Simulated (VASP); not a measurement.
SrCd: single point with LDA

Crystal: SrCd.

```
Sr Cd
1.0
     4.00300    0.00000    0.00000
     0.00000    4.00300    0.00000
     0.00000    0.00000    4.00300
Sr Cd
1 1
Cartesian
  2.0015 2.0015 2.0015
  0.0000 0.0000 0.0000
```

- Program: VASP 6.6.1
- Task: single point
- Functional: LDA
- Potentials or basis: VASP PAW LDA potentials, release 64 (Sr_sv, Cd)
- Cutoff: 520 eV
- k mesh: 10 × 10 × 10
- Occupations: fermi-dirac, width 0.08 eV
- Spin: no spin polarisation
- Dipole correction: no
- k mesh for the DOS: 15 × 15 × 15
- Occupations for the DOS: tetrahedron
- Further INCAR settings: ALGO = Normal; EDIFF = 1e-06

```yaml
Valence_electrons_inside_the_program's_atomic_spheres: Sr 7.98; Cd 10.34
```

Levels at points of the mesh, in eV from the Fermi level:
```
           k point  band 8  band 9  band 10  band 11  band 12  band 13  band 14  band 15
(0.00, 0.00, 0.00)   -8.48   -8.48    -5.84     1.32     1.32     3.99     3.99     3.99
```

It took 68 s on 1 thread of Oxide Virtual Turin-like Processor (shared host), peak memory 0.22 GiB.
